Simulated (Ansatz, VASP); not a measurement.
**One calculation of HfB, two programs**

Contents of INCAR:

```
SYSTEM = HfB
  ALGO = Normal
  EDIFF = 1E-6
  ENCUT = 520
  GGA = PS
  ISIF = 2
  ISMEAR = 0
  LASPH = .TRUE.
  LCHARG = .TRUE.
  LELF = .TRUE.
  LREAL = .FALSE.
  LVHAR = .TRUE.
  LWAVE = .FALSE.
  NBANDS = 14
  NELM = 80
  PREC = Accurate
  SIGMA = 0.15
```

File KPOINTS:

```
k-points
0
G
  16 16 16
  0 0 0
```

Contents of POSCAR:

```
HfB
1.0
    0.0000000000      2.3936993068      2.3936993068
    2.5054850644      0.0000000000      2.3936993068
    2.5054850644      2.3936993068      0.0000000000
Hf B
1 1
Direct
    0.5000000000      0.5000000000      0.5000000000
    0.0000000000      0.0000000000      0.0000000000
```

Input for Ansatz:

```yaml
crystal:
  lattice:
    - [0.0, 2.3936993068, 2.3936993068]
    - [2.5054850644, 0.0, 2.3936993068]
    - [2.5054850644, 2.3936993068, 0.0]
  atoms:
    - { symbol: Hf, position: [0.5, 0.5, 0.5] }
    - { symbol: B, position: [0.0, 0.0, 0.0] }
basis:
  ecutwfc: 520.0
kpoints:
  mp_grid: { grid: [16, 16, 16] }
hamiltonian:
  xc: pbesol
  pseudopotentials: { kind: paw }
scf:
  occupations: { method: gaussian, width: 0.15 }
output:
  forces: true
  stress: true
  eigenvalues: true
```

Change from the starting cell: mode 4 frozen in at +0.000 Å, normal strain along x +0.0467.

Alike in both runs: task single point; functional PBEsol; k mesh 16 × 16 × 16; occupations gaussian, width 0.15 eV; no spin polarisation.

|  | VASP | Ansatz |
| --- | --- | --- |
| version | VASP 6.6.1 | Ansatz 0.2.0 |
| potentials or method | VASP PAW PBE potentials, release 64 (Hf_pv, B), cutoff 520 eV | scalar-relativistic, plane waves, PAW |
| valence electrons in the cell | 13 | 29 |

VASP gave:

```
gap on the k mesh at the Fermi level (eV)                     : none
pressure (GPa)                                                : -6.8
traceless stress, the component that is largest in VASP (GPa) : -9.09
```

Q: Which values does Ansatz return?

A: gap on the k mesh at the Fermi level (eV): none; pressure (GPa): -6.9; traceless stress, the component that is largest in VASP (GPa): -8.97.

VASP's potentials were made for PBE, not for PBEsol. A gap of «none» marks a metal or a gap that the smearing closes. VASP's potentials hold 13 valence electrons a cell and Ansatz's 29, so a difference there can come from the potentials and not from the codes.

Spin-orbit coupling is off throughout.
